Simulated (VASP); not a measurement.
# GaN (P6_3mc) in VASP: a series of runs, part 2 of 2

VASP 6.6.1. The steps go on from the part before.

## Step 4: Single point, PBEsol

INCAR

```
SYSTEM = GaN
ALGO = Normal
EDIFF = 1E-6
ENCUT = 600
GGA = PS
GGA_COMPAT = .False.
ISIF = 2
ISMEAR = 0
LASPH = .True.
LCHARG = .False.
LREAL = .False.
LWAVE = .False.
NBANDS = 26
NELM = 120
PREC = Accurate
SIGMA = 0.01
```

KPOINTS

```
k-points
0
Gamma
  5 5 3
  0 0 0
```

POSCAR

```
GaN
1.0
    3.1800000000      0.0000000000      0.0000000000
   -1.5900000000      2.7539607840      0.0000000000
    0.0000000000      0.0000000000      5.1660000000
Ga N
2 2
Direct
    0.3333333333      0.6666666667      0.0000000000
    0.6666666667      0.3333333333      0.5000000000
    0.3333333333      0.6666666667      0.3750000000
    0.6666666667      0.3333333333      0.8750000000
```

Potentials or basis: VASP PAW PBE potentials, release 64 (Ga_d, N).

On the command line:

```sh
$ cat potpaw_PBE.64/Ga_d/POTCAR potpaw_PBE.64/N/POTCAR > POTCAR
$ mpirun -np 1 vasp_std > vasp.out
```

OUTCAR:

```text
SYSTEM = GaN
   EDIFF = 1E-6
   ENCUT = 600
   GGA = PS
   ISIF = 2
   ISMEAR = 0
   LASPH = .True.
   LREAL = .False.
   NELM = 120
   PREC = Accurate

 ion  position               nearest neighbor table
   1  0.333  0.667  0.000-   3 1.94   4 1.95   4 1.95   4 1.95
   2  0.667  0.333  0.500-   4 1.94   3 1.95   3 1.95   3 1.95
   3  0.333  0.667  0.375-   1 1.94   2 1.95   2 1.95   2 1.95
   4  0.667  0.333  0.875-   2 1.94   1 1.95   1 1.95   1 1.95

  LATTYP: Found a hexagonal cell.
 ALAT       =     3.1800000000
 C/A-ratio  =     1.6245283019

  Lattice vectors:

 A1 = (   3.1800000000,   0.0000000000,   0.0000000000)
 A2 = (  -1.5900000000,   2.7539607840,   0.0000000000)
 A3 = (   0.0000000000,   0.0000000000,   5.1660000000)

Analysis of symmetry for initial positions (statically):
=====================================================================
 Subroutine PRICEL returns:
 Original cell was already a primitive cell.

 Routine SETGRP: Setting up the symmetry group for a
 hexagonal supercell.

 Subroutine GETGRP returns: Found 12 space group operations
 (whereof  6 operations were pure point group operations)
 out of a pool of 24 trial point group operations.

The static configuration has the point symmetry C_3v.
 The point group associated with its full space group is C_6v.

Analysis of symmetry for dynamics (positions and initial velocities):
=====================================================================
 Subroutine PRICEL returns:
 Original cell was already a primitive cell.

 Routine SETGRP: Setting up the symmetry group for a
 hexagonal supercell.

 Subroutine GETGRP returns: Found 12 space group operations
[... 105 lines left out ...]
   NUPDOWN=      -1.0000    fix difference up-down
   EMIN   =  10.00;   EMAX   =-10.00  energy-range for DOS
   EFERMI =   0.00;   METHOD = LEGACY
   ISMEAR =     0;   SIGMA  =   0.01  broadening in eV -4-tet -1-fermi 0-gaus
   EFERMI_NEDOS =   21; number of points for ismear=-14 and -15
   IALGO  =     38    algorithm
   IMIX   =      4    mixing-type and parameters
     AMIX     =   0.40;   BMIX     =  1.00
     AMIX_MAG =   1.60;   BMIX_MAG =  1.00
  volume/ion in A,a.u.               =      11.31        76.33
  Fermi-wavevector in a.u.,A,eV,Ry     =   1.517036  2.866782 31.312427  2.301398
  Thomas-Fermi vector in A             =   2.626345
   LORBIT       =      0    0 simple, 1 ext, 2 COOP (PROOUT), +10 PAW based schemes
   GGA     = PS    functional components
   LHFCALC =     F    Hartree Fock is set to
   AEXX    =    0.0000 exact exchange contribution
   IVDW    =     0    specifies the selected vdW correction
   LEPSILON=     F    determine dielectric tensor
   LRPA    =     F    only Hartree local field effects (RPA)
 non-spin polarized calculation
 Gauss-broadening in eV      SIGMA  =   0.01
  energy-cutoff  :      600.00
  volume of cell :       45.24
 maximum number of plane-waves:      1521
 NGX is ok and might be reduce to    28
   NGX = 13   NGY = 13   NGZ = 21

 number of electron      35.9999995 magnetization

 Free energy of the ion-electron system (eV)
  ---------------------------------------------------
  ext. energy  EPLUGINS =         0.00000000
  ---------------------------------------------------
  free energy    TOTEN  =       -26.25008557 eV

  energy without entropy =      -26.25008557  energy(sigma->0) =      -26.25008557

 E-fermi :   5.4145     XC(G=0): -11.9564

 val. band max:        5.3144087752   @ k =   0.0000   0.0000   0.0000
 cond. band min:       7.2341425653   @ k =   0.0000   0.0000   0.0000
 fundamental gap:      1.9197337901
 Fermi energy:         5.4145375194

 k-point     1 :       0.0000    0.0000    0.0000
  band No.  band energies     occupation
      1     -10.7609      2.00000
      2      -9.7691      2.00000
      3      -8.1211      2.00000
      4      -8.0986      2.00000
      5      -8.0986      2.00000
      6      -8.0333      2.00000
[... 279 lines left out ...]
     25      17.7366      0.00000
     26      18.4806      0.00000

------------------------ aborting loop because EDIFF is reached ----------------------------------------

  FORCE on cell =-STRESS in cart. coord.  units (eV):
  Direction    XX          YY          ZZ          XY          YZ          ZX
  --------------------------------------------------------------------------------------
  -------------------------------------------------------------------------------------
  Total        0.0034949      0.0034949      0.5621976      0.0000000      0.0000000     -0.0000000
  in kB        0.1237690      0.1237690     19.9094959      0.0000000      0.0000000     -0.0000000
  external PRESSURE =       6.7190113 kB  Pullay stress =       0.0000000 kB

 VOLUME and BASIS-vectors are now :
 -----------------------------------------------------------------------------
  energy-cutoff  :      600.00
  volume of cell :       45.24
      direct lattice vectors                 reciprocal lattice vectors
     3.180000000  0.000000000  0.000000000     0.314465409  0.181556688  0.000000000
    -1.590000000  2.753960784  0.000000000     0.000000000  0.363113377  0.000000000
     0.000000000  0.000000000  5.166000000     0.000000000  0.000000000  0.193573364

 POSITION                                       TOTAL-FORCE (eV/Angst)
 -----------------------------------------------------------------------------------
     -0.00000      1.83597      0.00000         0.000000     -0.000000     -0.129963
      1.59000      0.91799      2.58300        -0.000000      0.000000     -0.129963
     -0.00000      1.83597      1.93725        -0.000000      0.000000      0.129963
      1.59000      0.91799      4.52025         0.000000     -0.000000      0.129963
 -----------------------------------------------------------------------------------
    total drift:                               -0.000000     -0.000000     -0.000442

  FREE ENERGIE OF THE ION-ELECTRON SYSTEM (eV)
  ---------------------------------------------------
  free  energy   TOTEN  =       -26.2500855662 eV

  energy  without entropy=      -26.2500855662  energy(sigma->0) =      -26.25008557
```

OSZICAR:

```text
N       E                     dE             d eps       ncg     rms          rms(c)
DAV:   1     0.308842300586E+03    0.30884E+03   -0.19101E+04   562   0.282E+03
DAV:   2     0.141344031046E+02   -0.29471E+03   -0.27782E+03   544   0.549E+02
DAV:   3    -0.282220378078E+02   -0.42356E+02   -0.41688E+02   592   0.159E+02
DAV:   4    -0.298945025500E+02   -0.16725E+01   -0.16612E+01   612   0.335E+01
DAV:   5    -0.299285859488E+02   -0.34083E-01   -0.34052E-01   632   0.479E+00    0.102E+01
DAV:   6    -0.262367178103E+02    0.36919E+01   -0.85262E+00   862   0.494E+01    0.304E+00
DAV:   7    -0.262935617301E+02   -0.56844E-01   -0.12954E+00   548   0.852E+00    0.260E+00
DAV:   8    -0.262744700815E+02    0.19092E-01   -0.20611E-01   878   0.562E+00    0.123E+00
DAV:   9    -0.262494840903E+02    0.24986E-01   -0.69410E-02   838   0.434E+00    0.343E-01
DAV:  10    -0.262501979089E+02   -0.71382E-03   -0.56130E-03   568   0.594E-01    0.962E-02
DAV:  11    -0.262500649934E+02    0.13292E-03   -0.93613E-04   834   0.571E-01    0.614E-02
DAV:  12    -0.262500759480E+02   -0.10955E-04   -0.10794E-04   544   0.725E-02    0.730E-02
DAV:  13    -0.262500824357E+02   -0.64877E-05   -0.20990E-06   530   0.112E-02    0.894E-02
DAV:  14    -0.262500895222E+02   -0.70865E-05   -0.20625E-06   454   0.115E-02    0.991E-02
DAV:  15    -0.262500867779E+02    0.27443E-05   -0.37253E-07   290   0.701E-03    0.970E-02
DAV:  16    -0.262500855270E+02    0.12509E-05   -0.12313E-07   288   0.372E-03    0.950E-02
DAV:  17    -0.262500855662E+02   -0.39225E-07   -0.32875E-08   280   0.179E-03
   1 F= -.26250086E+02 E0= -.26250086E+02  d E =-.432433E-47
```

stdout:

```text
POSCAR found type information on POSCAR GaN
 POSCAR found :  2 types and       4 ions
 scaLAPACK will be used
 -----------------------------------------------------------------------------
|                                                                             |
|                                                                             |
|     You enforced a specific xc type in the INCAR file but a different       |
|     I HOPE YOU KNOW WHAT YOU ARE DOING!                                     |
|                                                                             |
 -----------------------------------------------------------------------------

 LDA part: xc-table for (Slater+PW92), standard interpolation
 POSCAR, INCAR and KPOINTS ok, starting setup
 FFT: planning ... GRIDC
 FFT: planning ... GRID_SOFT
 FFT: planning ... GRID
 WAVECAR not read
 entering main loop
```

Run time: 21 s. Hardware: 1 thread of AMD EPYC 7R13 (Zen 3), shared host; peak memory 0.15 GiB.

Results:

* Free energy: -26.2501 eV
* Pressure: 0.7 GPa
* Largest force: 0.130 eV/Å
* Band gap on the k mesh: 1.92 eV

Forces in eV/Å, atoms in the order of the input:
```
Ga   0.000  0.000 -0.130
Ga   0.000  0.000 -0.130
N    0.000  0.000  0.130
N    0.000  0.000  0.130
```

Stress tensor (GPa, compression positive):
```
0.01 0.00 0.00
0.00 0.01 0.00
0.00 0.00 1.99
```

Levels at points of the mesh, in eV from the valence-band top:
| k point | band 15 | band 16 | band 17 | band 18 | band 19 | band 20 | band 21 | band 22 |
| --- | --- | --- | --- | --- | --- | --- | --- | --- |
| (0.00, 0.00, 0.00) | -1.08 | -0.06 | 0.00 | 0.00 | 1.92 | 4.22 | 9.15 | 9.81 |

Caveat: the k points lie up to 0.46 Å⁻¹ apart; the PAW data sets were made with another functional, which shifts forces and pressure a little.

## Step 5: Single point, PBEsol

INCAR

```
SYSTEM = GaN
PREC = Accurate
ENCUT = 600
EDIFF = 1E-6
ISMEAR = 0
SIGMA = 0.01
LREAL = .FALSE.
LASPH = .TRUE.
NELM = 120
ALGO = Normal
ISIF = 2
LWAVE = .FALSE.
LCHARG = .TRUE.
GGA = PS
LELF = .TRUE.
LVHAR = .TRUE.
NBANDS = 26
GGA_COMPAT = .FALSE.
```

KPOINTS

```
regular mesh
0
G
  6 6 3
  0 0 0
```

POSCAR is that of step 4.

On the command line:

```sh
$ cat potpaw_PBE.64/Ga_d/POTCAR potpaw_PBE.64/N/POTCAR > POTCAR
$ mpirun -np 1 vasp_std > vasp.out
```

Run time: 32 s. Hardware: 1 thread of AMD EPYC 7R13 (Zen 3), shared host; peak memory 0.15 GiB.

It converged, with:

- Free energy: -26.2620 eV
- Pressure: 0.6 GPa
- Largest force: 0.130 eV/Å
- Band gap on the k mesh: 1.92 eV

Forces in eV/Å, atoms in the order of the input:
```
Ga   0.000  0.000 -0.130
Ga   0.000  0.000 -0.130
N    0.000  0.000  0.130
N    0.000  0.000  0.130
```

Stress tensor (GPa, compression positive):
```
-0.07  0.00  0.00
 0.00 -0.07  0.00
 0.00  0.00  2.00
```

Levels at points of the mesh, in eV from the valence-band top:
| k point | band 15 | band 16 | band 17 | band 18 | band 19 | band 20 | band 21 | band 22 |
| --- | --- | --- | --- | --- | --- | --- | --- | --- |
| (0.00, 0.00, 0.00) | -1.08 | -0.06 | 0.00 | 0.00 | 1.92 | 4.22 | 9.16 | 9.82 |
| (0.50, 0.00, 0.00) | -4.33 | -2.82 | -2.31 | -1.00 | 4.94 | 5.54 | 5.96 | 8.62 |

Caveat: the PAW data sets were made with another functional, which shifts forces and pressure a little.

## Step 6: Overview

```csv
k mesh,gap on the mesh (eV),pressure (GPa),largest force (eV/Å)
3 × 3 × 2,1.89,0.9,0.12
4 × 4 × 2,1.92,0.6,0.13
5 × 5 × 3,1.92,0.7,0.13
6 × 6 × 3,1.92,0.6,0.13
```

Alike in all rows: task single point; level PBEsol; potentials or basis VASP PAW PBE potentials, release 64 (Ga_d, N); no spin polarisation; cell as given; cutoff (eV) 600; smearing gaussian 0.01 eV.

Caveats: some runs use coarse meshes; the PAW data sets were made with another functional, which shifts forces and pressure a little.

Absolute energies hang on the potentials; compare differences alone.

## Step 7: How close it comes

Step 5. Measured gap of GaN: 3.503 eV (direct; quoted in “Studying electronic properties in GaN without electrical contacts using γ-γ vs e−-γ Perturbed Angular Correlations”, 2019, pmc:6823545). This calculation gives 1.92 eV (-1.58 eV). Spin-orbit coupling on Ga is left out. The value is that of PBEsol, without temperature or zero-point motion. Semilocal functionals fall short of measured gaps as a rule.
